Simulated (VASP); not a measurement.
A run of VASP 6.6.1 is set up as follows.

File INCAR:

```
PREC = Accurate
ENCUT = 700
EDIFF = 1E-6
ISMEAR = 0
SIGMA = 0.05
LREAL = F
LASPH = T
NELM = 200
ALGO = Normal
ISIF = 2
LWAVE = F
LCHARG = F
ISPIN = 2
MAGMOM = 4 4 0 0
LORBIT = 11
LMAXMIX = 4
LDAU = T
LDAUTYPE = 2
LDAUL = 2 -1
LDAUU = 4 0
LDAUJ = 0 0
LDAUPRINT = 1
GGA = PE
NBANDS = 34
GGA_COMPAT = F
```

KPOINTS

```
regular mesh
0
Gamma
  5 5 3
```

File POSCAR:

```
FeO
1.0
    0.0000000000      2.2025485819     -2.2025485819
    0.0000000000      2.2025485819      2.2025485819
    4.4050971638      0.0000000000      0.0000000000
Fe O
2 2
Direct
    0.0000000000      0.0000000000      0.0000000000
    0.5000000000      0.5000000000      0.5000000000
    0.0000000000      1.0000000000      0.5000000000
    0.5000000000      1.5000000000      1.0000000000
```

Potentials or basis: VASP PAW PBE potentials, release 64 (Fe_sv, O).

Launch:

```console
$ cat potpaw_PBE.64/Fe_sv/POTCAR potpaw_PBE.64/O/POTCAR > POTCAR
$ mpirun -np 1 vasp_std > vasp.out
```

**Question.** What does it give for the net moment?

**Answer.** 8.03 μB per cell.

**Question.** Predict the pressure.

**Answer.** -10.0 GPa.

Eigenvalues of the final occupation matrices:
| site | spin | trace | eigenvalues |
| --- | --- | --- | --- |
| site 1 d | 1 | 4.58 | 0.90 0.91 0.91 0.93 0.93 |
| site 1 d | 2 | 0.93 | 0.07 0.07 0.25 0.25 0.30 |
| site 2 d | 1 | 4.58 | 0.90 0.91 0.91 0.93 0.93 |
| site 2 d | 2 | 0.93 | 0.07 0.07 0.25 0.25 0.30 |

Caveat: the k points lie up to 0.48 Å⁻¹ apart, too coarse for converged energies and pressures of a metal. The state reached can hang on the start; a lower one may exist.
